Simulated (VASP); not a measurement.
# VB2Ir2F (I4/mmm) in VASP: single point with PBE+U

Aim: the single point of VB2Ir2F with PBE+U.

All numbers are computed with VASP 6.6.1; they aren't measurements. Logs are shortened: lines on timing, memory, paths and dates and some standing lists are left out, and cuts for length are marked.

## 1. The cell of the first run

Symmetry: I4/mmm, No. 139, tetragonal system. The conventional cell has a = 3.576 Å, b = 3.576 Å, c = 9.621 Å, α = 90.00°, β = 90.00°, γ = 90.00°. Within 2.7 Å of Ir (site symmetry -4m2) lie 4 B at 2.05 Å and 4 Ir at 2.53 Å. Within 1.9 Å of F (site symmetry 4/mmm) lie 2 B at 1.40 Å. B (site symmetry 4mm) has 1 F at 1.40 Å within 1.9 Å. Within 3.6 Å of V (site symmetry 4/mmm) lie 4 F at 2.53 Å and 10 B at 2.89 to 3.42 Å and 8 Ir at 3.00 Å and 4 V at 3.58 Å.

## 2. Single point, PBE+U

INCAR

```
PREC     = Accurate       # precision mode
ENCUT    = 520            # plane-wave cutoff, eV
EDIFF    = 1E-7           # SCF threshold, eV
ISMEAR   = -5             # smearing method
SIGMA    = 0.1            # smearing width, eV
LREAL    = False          # projectors in reciprocal space
LASPH    = True           # aspherical terms in the spheres
NELM     = 150            # most SCF steps
ALGO     = Normal         # electronic algorithm
ISIF     = 2              # what is computed and relaxed
LWAVE    = False          # write WAVECAR
LCHARG   = True           # write CHGCAR
LMAXMIX  = 4              # l up to which the mixer works
LDAU     = True           # DFT+U
LDAUTYPE = 2            
LDAUL    = 2 -1 -1 2      # shell
LDAUU    = 3.8 0 0 5.9    # U, eV
LDAUJ    = 0 0 0 0      
LDAUPRINT= 1            
GGA      = PE             # functional
LELF     = True           # ELF
LVHAR    = True         
NBANDS   = 31             # bands
```

KPOINTS

```
Automatic mesh
0
Gamma
  6 6 6
```

POSCAR

```
VB2Ir2F
1.0
    0.0000000000      3.5755120200      0.0000000000
    3.5755120200      0.0000000000      0.0000000000
    1.7877555100      1.7877555100     -4.8105450600
Ir F B V
2 1 2 1
Direct
    0.7500000000      0.2500000000      0.5000000000
    0.2500000000      0.7500000000      0.5000000000
    0.0000000000      0.0000000000      0.0000000000
    0.1450000000      0.1450000000      0.7100000000
    0.8550000000      0.8550000000      0.2900000000
    0.5000000000      0.5000000000      0.0000000000
```

Potentials or basis: VASP PAW PBE potentials, release 64 (Ir, F, B, V_sv).

Command:

```
cat potpaw_PBE.64/Ir/POTCAR potpaw_PBE.64/F/POTCAR potpaw_PBE.64/B/POTCAR potpaw_PBE.64/V_sv/POTCAR > POTCAR
mpirun -np 1 vasp_std > vasp.out
```

OUTCAR:

```text
PREC = Accurate
   ENCUT = 520
   EDIFF = 1E-7
   ISMEAR = -5
   LREAL = False
   LASPH = True
   NELM = 150
   ISIF = 2
   GGA = PE

 ion  position               nearest neighbor table
   1  0.750  0.250  0.500-   4 2.05   5 2.05   5 2.05   4 2.05   2 2.53   2 2.53   2 2.53   2 2.53
                             6 3.00   6 3.00   6 3.00   6 3.00
   2  0.250  0.750  0.500-   4 2.05   5 2.05   5 2.05   4 2.05   1 2.53   1 2.53   1 2.53   1 2.53
                             6 3.00   6 3.00   6 3.00   6 3.00
   3  0.000  0.000  0.000-   4 1.40   5 1.40
   4  0.145  0.145  0.710-   3 1.40   2 2.05   1 2.05   2 2.05   1 2.05
   5  0.855  0.855  0.290-   3 1.40   2 2.05   1 2.05   1 2.05   2 2.05
   6  0.500  0.500  0.000-   1 3.00   2 3.00   1 3.00   2 3.00   2 3.00   1 3.00   2 3.00   1 3.00

  LATTYP: Found a body centered tetragonal cell.
 ALAT       =     3.5755120200
 C/A-ratio  =     2.6908286327

  Lattice vectors:

 A1 = (  -1.7877555100,   1.7877565100,   4.8105450600)
 A2 = (   1.7877565100,  -1.7877555100,   4.8105450600)
 A3 = (   1.7877555100,   1.7877555100,  -4.8105450600)

Analysis of symmetry for initial positions (statically):
=====================================================================
 Subroutine PRICEL returns:
 Original cell was already a primitive cell.

 Routine SETGRP: Setting up the symmetry group for a
 body centered tetragonal supercell.

 Subroutine GETGRP returns: Found 16 space group operations
 (whereof 16 operations were pure point group operations)
 out of a pool of 16 trial point group operations.

The static configuration has the point symmetry D_4h.

Analysis of symmetry for dynamics (positions and initial velocities):
=====================================================================
 Subroutine PRICEL returns:
 Original cell was already a primitive cell.

 Routine SETGRP: Setting up the symmetry group for a
 body centered tetragonal supercell.
[... 150 lines left out ...]
 non-spin polarized calculation
 Fermi weights with tetrahedron method with Bloechl corrections
  energy-cutoff  :      520.00
  volume of cell :       61.50
 maximum number of plane-waves:      1678
 NGX is ok and might be reduce to    28
   NGX = 13   NGY = 13   NGZ = 21

atom =   1  type =  1  l = 2

 onsite density matrix

spin component  1
[... 83 lines left out ...]
  o =  0.0134  v =  1.0000 -0.0000  0.0000 -0.0000  0.0000  0.0000  0.0000  0.0000  0.0000  0.0000      0.0000  0.0000  0.0000  0.0000  0.0000  0.0000  0.0000  0.0000  0.0000  0.0000
  o =  0.0134  v =  0.0000  0.0000  0.0000  0.0000  0.0000  1.0000 -0.0000  0.0000 -0.0000  0.0000      0.0000  0.0000  0.0000  0.0000  0.0000  0.0000  0.0000  0.0000  0.0000  0.0000
  o =  0.0546  v = -0.0000  0.0000  1.0000  0.0000  0.0000  0.0000  0.0000  0.0000  0.0000  0.0000      0.0000  0.0000  0.0000  0.0000  0.0000  0.0000  0.0000  0.0000  0.0000  0.0000
  o =  0.0546  v =  0.0000  0.0000  0.0000  0.0000  0.0000 -0.0000  0.0000  1.0000  0.0000  0.0000      0.0000  0.0000  0.0000  0.0000  0.0000  0.0000  0.0000  0.0000  0.0000  0.0000
  o =  0.2759  v = -0.0000 -0.7156  0.0000  0.6986 -0.0000  0.0000  0.0000  0.0000  0.0000  0.0000      0.0000  0.0000  0.0000  0.0000  0.0000  0.0000  0.0000  0.0000  0.0000  0.0000
  o =  0.2759  v =  0.0000  0.0000  0.0000  0.0000  0.0000 -0.0000 -0.7156  0.0000  0.6986 -0.0000      0.0000  0.0000  0.0000  0.0000  0.0000  0.0000  0.0000  0.0000  0.0000  0.0000
  o =  0.2759  v =  0.0000  0.0000  0.0000  0.0000  0.0000 -0.0000 -0.6986  0.0000 -0.7156  0.0000      0.0000  0.0000  0.0000  0.0000  0.0000  0.0000  0.0000  0.0000  0.0000  0.0000
  o =  0.2759  v = -0.0000 -0.6986  0.0000 -0.7156  0.0000  0.0000  0.0000  0.0000  0.0000  0.0000      0.0000  0.0000  0.0000  0.0000  0.0000  0.0000  0.0000  0.0000  0.0000  0.0000
  o =  0.8557  v =  0.0000  0.0000  0.0000  0.0000  0.0000 -0.0000 -0.0000 -0.0000  0.0000  1.0000      0.0000  0.0000  0.0000  0.0000  0.0000  0.0000  0.0000  0.0000  0.0000  0.0000
  o =  0.8557  v = -0.0000 -0.0000 -0.0000  0.0000  1.0000  0.0000  0.0000  0.0000  0.0000  0.0000      0.0000  0.0000  0.0000  0.0000  0.0000  0.0000  0.0000  0.0000  0.0000  0.0000

 number of electron      43.9999986 magnetization

 Free energy of the ion-electron system (eV)
  ---------------------------------------------------
  ext. energy  EPLUGINS =         0.00000000
  ---------------------------------------------------
  free energy    TOTEN  =       -29.80033702 eV

  energy without entropy =      -29.80033702  energy(sigma->0) =      -29.80033702

 E-fermi :  10.0048     XC(G=0): -12.9853

 val. band max:       10.0605642299   @ k =  -0.1667  -0.1667   0.3333
 cond. band min:       9.8416392694   @ k =   0.5000   0.3333   0.1667
 fundamental gap:     -0.2189249606
 Fermi energy:        10.0048102530

 k-point     1 :       0.0000    0.0000    0.0000
  band No.  band energies     occupation
      1     -55.5860      2.00000
      2     -30.1172      2.00000
      3     -29.0706      2.00000
      4     -29.0705      2.00000
      5     -20.8399      2.00000
      6      -5.7046      2.00000
[... 805 lines left out ...]
     30      16.2672      0.00000
     31      17.2147      0.00000

 [... further k-points ...]

------------------------ aborting loop because EDIFF is reached ----------------------------------------

  FORCE on cell =-STRESS in cart. coord.  units (eV):
  Direction    XX          YY          ZZ          XY          YZ          ZX
  --------------------------------------------------------------------------------------
  -------------------------------------------------------------------------------------
  Total       21.2309227     21.2309227     11.2942247      0.0000000      0.0000012      0.0000012
  in kB      553.1063955    553.1063955    294.2362884      0.0000000      0.0000306      0.0000306
  external PRESSURE =     466.8163598 kB  Pullay stress =       0.0000000 kB

 VOLUME and BASIS-vectors are now :
 -----------------------------------------------------------------------------
  energy-cutoff  :      520.00
  volume of cell :       61.50
      direct lattice vectors                 reciprocal lattice vectors
     0.000000000  3.575512020  0.000000000     0.000000000  0.279680223  0.103938297
     3.575512020  0.000000000  0.000000000     0.279680223  0.000000000  0.103938297
     1.787755510  1.787755510 -4.810545060     0.000000000  0.000000000 -0.207876652

 POSITION                                       TOTAL-FORCE (eV/Angst)
 -----------------------------------------------------------------------------------
      1.78776      3.57551     -2.40527        -0.000000     -0.000000      0.000000
      3.57551      1.78776     -2.40527         0.000000      0.000000      0.000000
      0.00000      0.00000      0.00000        -0.000000      0.000000      0.000000
      1.78776      1.78776     -3.41549         0.000000      0.000000      3.531974
      3.57551      3.57551     -1.39506        -0.000000     -0.000000     -3.531974
      1.78776      1.78776      0.00000         0.000000      0.000000      0.000000
 -----------------------------------------------------------------------------------
    total drift:                                0.000000      0.000000      0.000000

  FREE ENERGIE OF THE ION-ELECTRON SYSTEM (eV)
  ---------------------------------------------------
  free  energy   TOTEN  =       -29.8003370226 eV

  energy  without entropy=      -29.8003370226  energy(sigma->0) =      -29.80033702
```

OSZICAR:

```text
N       E                     dE             d eps       ncg     rms          rms(c)
DAV:   1     0.511758083756E+03    0.51176E+03   -0.22301E+04  1860   0.148E+03
DAV:   2    -0.549833687060E+00   -0.51231E+03   -0.48211E+03  1881   0.451E+02
DAV:   3    -0.353406035996E+02   -0.34791E+02   -0.33592E+02  2331   0.129E+02
[... 18 lines left out ...]
DAV:  22    -0.298003339731E+02    0.46623E-06   -0.89447E-08  1367   0.241E-03    0.155E-03
DAV:  23    -0.298003361780E+02   -0.22049E-05   -0.23257E-07  1441   0.350E-03    0.761E-04
DAV:  24    -0.298003367096E+02   -0.53165E-06   -0.45427E-08  1035   0.173E-03    0.702E-04
DAV:  25    -0.298003370025E+02   -0.29282E-06   -0.68629E-09   972   0.667E-04    0.247E-04
DAV:  26    -0.298003370226E+02   -0.20115E-07   -0.16447E-09   965   0.289E-04
   1 F= -.29800337E+02 E0= -.29800337E+02  d E =0.000000E+00
```

Run time: 42 s. Hardware: 1 thread of Intel Xeon 6975P-C (Granite Rapids), shared host; peak memory 0.22 GiB.

What came out:

| Quantity | Value |
| --- | --- |
| Free energy | -29.8003 eV |
| Pressure | 46.7 GPa |
| Largest force | 3.532 eV/Å |
| Band gap on the k mesh | zero (bands 22 and 23 overlap by 1.13 eV) |

Forces in eV/Å, atoms in the order of the input:
```
Ir   0.000  0.000  0.000
Ir   0.000  0.000  0.000
F    0.000  0.000  0.000
B    0.000  0.000  3.532
B    0.000  0.000 -3.532
V    0.000  0.000  0.000
```

Stress tensor (GPa, compression positive):
```
55.31  0.00  0.00
 0.00 55.31  0.00
 0.00  0.00 29.42
```

Levels at points of the mesh, in eV from the Fermi level:
| k point | band 18 | band 19 | band 20 | band 21 | band 22 | band 23 | band 24 | band 25 | band 26 | band 27 |
| --- | --- | --- | --- | --- | --- | --- | --- | --- | --- | --- |
| (0.00, 0.00, 0.00) | -2.31 | -2.15 | -1.13 | -1.13 | -0.47 | 0.64 | 2.38 | 2.86 | 2.87 | 2.92 |
| (0.50, 0.00, 0.00) | -4.08 | -3.95 | -3.84 | -2.23 | 0.22 | 0.53 | 1.04 | 1.75 | 2.81 | 3.51 |
| (0.50, 0.50, 0.00) | -3.63 | -2.03 | -2.01 | -1.24 | -1.01 | 0.49 | 1.27 | 1.80 | 2.00 | 3.33 |
| (0.00, 0.00, 0.50) | -2.90 | -0.87 | -0.47 | 0.58 | 0.74 | 0.74 | 1.28 | 1.28 | 2.28 | 2.87 |

Eigenvalues of the final occupation matrices:
| site | spin | trace | eigenvalues |
| --- | --- | --- | --- |
| site 1 d | 1 | 4.05 | 0.71 0.81 0.81 0.82 0.89 |
| site 1 d | 2 | 4.05 | 0.71 0.81 0.81 0.82 0.89 |
| site 2 d | 1 | 4.05 | 0.71 0.81 0.81 0.82 0.89 |
| site 2 d | 2 | 4.05 | 0.71 0.81 0.81 0.82 0.89 |
| site 6 d | 1 | 1.48 | 0.01 0.05 0.28 0.28 0.86 |
| site 6 d | 2 | 1.48 | 0.01 0.05 0.28 0.28 0.86 |

Caveat: the stress differs along the axes, from 29 to 55 GPa; spin-orbit coupling is left out, which moves the levels of the heavy elements; the run has no spin polarisation, though such a crystal can be magnetic; U without spin polarisation on a metal has little footing; forces of over 1 eV/Å act on the atoms, so gaps and moduli don't describe the material at rest; tetrahedron occupations give inexact forces and stress in metals.
